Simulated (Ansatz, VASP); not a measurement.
## Nb in VASP and in Ansatz

```xyz
1
Lattice="-1.6723 1.6723 1.6473 1.6723 -1.6723 1.6473 1.6723 1.6723 -1.6473" Properties=species:S:1:pos:R:3 pbc="T T T"
Nb    0.0000    0.0000    0.0000
```

Change from the starting cell: z stretched by -1 % at fixed volume.

Alike in both runs: task single point; functional PBE; k mesh 14 × 14 × 14; occupations fermi-dirac, width 0.05 eV; no spin polarisation.

```csv
,VASP,Ansatz
version,VASP 6.6.1,Ansatz 0.2.0
potentials or method,"VASP PAW PBE potentials, release 64 (Nb_sv), cutoff 500 eV","all-electron LAPW, scalar-relativistic"
```

VASP gave:

```
pressure (GPa)                                                : -2.7
traceless stress, the component that is largest in VASP (GPa) : 1.09
```

Problem. Estimate Ansatz's values.

Solution. Pressure (GPa): -2.3; traceless stress, the component that is largest in VASP (GPa): 1.09.

Ansatz ran all-electron here, and VASP with PAW potentials.
